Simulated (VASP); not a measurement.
# C (P6_3/mmc) in VASP: further runs, part 2 of 2

VASP 6.6.1.

## (4) Single point, BLYP

This run uses another cell than the first one, of 13.42 Å³/atom, 1.087 times its volume.

Contents of INCAR:

```
SYSTEM = C
AGGAC = 1.0 ; AGGAX = 1.0
ALDAC = 0.0 ; ALDAX = 1.0
ALGO = Normal ; EDIFF = 1E-7
ENCUT = 520 ; GGA = B5
ISIF = 2 ; ISMEAR = -1
LASPH = .True. ; LCHARG = .False.
LREAL = .False. ; LWAVE = .False.
NBANDS = 16 ; NELM = 60
PREC = Accurate ; SIGMA = 0.1
```

Contents of KPOINTS:

```
k-points
0
Gamma
  22 22 2
  0 0 0
```

Contents of POSCAR:

```
C
1.0
    1.8037670933      0.0000000000      0.0000000000
   -0.9018835467      1.5621081254      0.0000000000
    0.0000000000      0.0000000000     19.0444308551
C
4
Direct
    0.0000000000      1.0000000000      1.0000000000
    0.0000000000      1.0000000000      0.5000000000
    0.3333333333      0.6666666667      0.2500000000
    0.6666666667      0.3333333333      0.7500000000
```

Potentials or basis: VASP PAW PBE potentials, release 64 (C).

Started as:

```
$ cat potpaw_PBE.64/C/POTCAR > POTCAR
$ mpirun -np 1 vasp_std > vasp.out
```

OUTCAR:

```text
SYSTEM = C
   EDIFF = 1E-7
   ENCUT = 520
   GGA = B5
   ISIF = 2
   ISMEAR = -1
   LASPH = .True.
   LREAL = .False.
   NELM = 60
   PREC = Accurate

 ion  position               nearest neighbor table
   1  0.000  0.000  0.000-
   2  0.000  0.000  0.500-
   3  0.333  0.667  0.250-
   4  0.667  0.333  0.750-

  LATTYP: Found a hexagonal cell.
 ALAT       =     1.8037670933
 C/A-ratio  =    10.5581429697

  Lattice vectors:

 A1 = (   1.8037670933,   0.0000000000,   0.0000000000)
 A2 = (  -0.9018835467,   1.5621081254,   0.0000000000)
 A3 = (   0.0000000000,   0.0000000000,  19.0444308551)

Analysis of symmetry for initial positions (statically):
=====================================================================
 Subroutine PRICEL returns:
 Original cell was already a primitive cell.

 Routine SETGRP: Setting up the symmetry group for a
 hexagonal supercell.

 Subroutine GETGRP returns: Found 24 space group operations
 (whereof 12 operations were pure point group operations)
 out of a pool of 24 trial point group operations.

[... 163 lines left out ...]
  ---------------------------------------------------
  free energy    TOTEN  =       -18.09441363 eV

  energy without entropy =      -18.02931800  energy(sigma->0) =      -18.06186581

 E-fermi :   2.1253     XC(G=0):  -7.8380

 val. band max:        2.1086798875   @ k =   0.2727   0.2273   0.0000
 cond. band min:       2.1276721779   @ k =   0.3182   0.2727   0.0000
 fundamental gap:      0.0189922904
 Fermi energy:         2.1253422772

 k-point     1 :       0.0000    0.0000    0.0000
  band No.  band energies     occupation
      1     -17.0339      2.00000
      2     -17.0283      2.00000
      3     -17.0283      2.00000
      4     -17.0227      2.00000
      5      -4.9616      2.00000
      6      -4.8448      2.00000
[... 433 lines left out ...]
      3     -15.1891      2.00000
      4     -15.1843      2.00000
      5      -2.8615      2.00000
      6      -2.7556      2.00000
[... 8 lines left out ...]
     15      11.3368      0.00000
     16      11.4465      0.00000

 [... further k-points ...]
[... 5 lines left out ...]
  --------------------------------------------------------------------------------------
  -------------------------------------------------------------------------------------
  Total       -0.4233433     -0.4233433      0.0589121      0.0000000      0.0000000      0.0000000
  in kB      -12.6399023    -12.6399023      1.7589582      0.0000000      0.0000000      0.0000000
  external PRESSURE =      -7.8402822 kB  Pullay stress =       0.0000000 kB

 VOLUME and BASIS-vectors are now :
 -----------------------------------------------------------------------------
  energy-cutoff  :      520.00
  volume of cell :       53.66
      direct lattice vectors                 reciprocal lattice vectors
     1.803767093  0.000000000  0.000000000     0.554395301  0.320080276  0.000000000
    -0.901883547  1.562108125  0.000000000     0.000000000  0.640160552  0.000000000
     0.000000000  0.000000000 19.044430855     0.000000000  0.000000000  0.052508789

 POSITION                                       TOTAL-FORCE (eV/Angst)
 -----------------------------------------------------------------------------------
      0.00000      0.00000      0.00000        -0.000000      0.000000      0.000000
      0.00000      0.00000      9.52222        -0.000000      0.000000      0.000000
     -0.00000      1.04141      4.76111         0.000000     -0.000000     -0.000000
      0.90188      0.52070     14.28332        -0.000000      0.000000      0.000000
 -----------------------------------------------------------------------------------
    total drift:                                0.000000     -0.000000      0.000000

  FREE ENERGIE OF THE ION-ELECTRON SYSTEM (eV)
  ---------------------------------------------------
  free  energy   TOTEN  =       -18.0944136254 eV

  energy  without entropy=      -18.0293179999  energy(sigma->0) =      -18.06186581
```

OSZICAR:

```text
N       E                     dE             d eps       ncg     rms          rms(c)
DAV:   1     0.510183902723E+02    0.51018E+02   -0.72584E+03  3336   0.883E+02
DAV:   2    -0.148841548531E+02   -0.65903E+02   -0.57019E+02  4528   0.165E+02
DAV:   3    -0.182779266515E+02   -0.33938E+01   -0.33005E+01  4168   0.360E+01
DAV:   4    -0.183277260652E+02   -0.49799E-01   -0.49703E-01  3792   0.521E+00
DAV:   5    -0.183287620853E+02   -0.10360E-02   -0.10347E-02  4088   0.646E-01    0.286E+00
DAV:   6    -0.181513003871E+02    0.17746E+00   -0.14965E-01  3976   0.192E+00    0.164E+00
DAV:   7    -0.180941498659E+02    0.57151E-01   -0.17795E-01  4000   0.216E+00    0.389E-01
DAV:   8    -0.180944469025E+02   -0.29704E-03   -0.48278E-03  3616   0.485E-01    0.522E-02
DAV:   9    -0.180944709103E+02   -0.24008E-04   -0.38300E-04  4576   0.731E-02    0.428E-02
DAV:  10    -0.180944545287E+02    0.16382E-04   -0.57552E-04  4264   0.429E-02    0.347E-02
DAV:  11    -0.180944129899E+02    0.41539E-04   -0.13472E-04  3992   0.559E-02    0.493E-03
DAV:  12    -0.180944133409E+02   -0.35105E-06   -0.43957E-06  3608   0.139E-02    0.230E-03
DAV:  13    -0.180944136001E+02   -0.25913E-06   -0.93746E-08  2752   0.267E-03    0.134E-03
DAV:  14    -0.180944136254E+02   -0.25308E-07   -0.18683E-08  2168   0.943E-04
   1 F= -.18094414E+02 E0= -.18061866E+02  d E =-.650956E-01
```

stdout:

```text
POSCAR found type information on POSCAR C
 POSCAR found :  1 types and       4 ions
 scaLAPACK will be used
 -----------------------------------------------------------------------------
|                                                                             |
|                                                                             |
|     You enforced a specific xc type in the INCAR file but a different       |
|     I HOPE YOU KNOW WHAT YOU ARE DOING!                                     |
|                                                                             |
 -----------------------------------------------------------------------------

 LDA part: xc-table for (Slater(with rela. corr.)+VWN5), standard interpolation
 POSCAR, INCAR and KPOINTS ok, starting setup
 FFT: planning ... GRIDC
 FFT: planning ... GRID_SOFT
 FFT: planning ... GRID
 WAVECAR not read
 entering main loop
```

Wall time 55 s (1 thread of Intel Xeon 6975P-C (Granite Rapids), shared host); peak memory 0.19 GiB.

What came out:

- Free energy: -18.0944 eV
- Pressure: -0.8 GPa
- Band gap on the k mesh: zero (band 8 reaches 2.80 eV, above the bottom of band 9 at 1.24 eV)

Caveat: the PAW data sets were made with another functional, which shifts forces and pressure a little; this functional lacks dispersion, which binds the layers, so the pressure and a relaxed spacing across them are unreliable.

## (5) Overview

| cell | gap on the mesh (eV) | pressure (GPa) |
| --- | --- | --- |
| a = 1.754, b = 1.754, c = 18.522 Å, angles 90.0, 90.0, 120.0°, 4 atoms | none | 2.6 |
| a = 1.779, b = 1.779, c = 18.787 Å, angles 90.0, 90.0, 120.0°, 4 atoms | none | 0.4 |
| a = 1.804, b = 1.804, c = 19.044 Å, angles 90.0, 90.0, 120.0°, 4 atoms | none | -0.8 |

Alike in all rows: task single point; level BLYP; potentials or basis VASP PAW PBE potentials, release 64 (C); no spin polarisation; k mesh 22 × 22 × 2; cutoff (eV) 520; smearing fermi-dirac 0.1 eV.

Caveats: the PAW data sets were made with another functional, which shifts forces and pressure a little; this functional lacks dispersion, which binds the layers, so the pressure and a relaxed spacing across them are unreliable.

Total energies depend on the potentials used, so only differences within one code and one set of settings carry meaning.
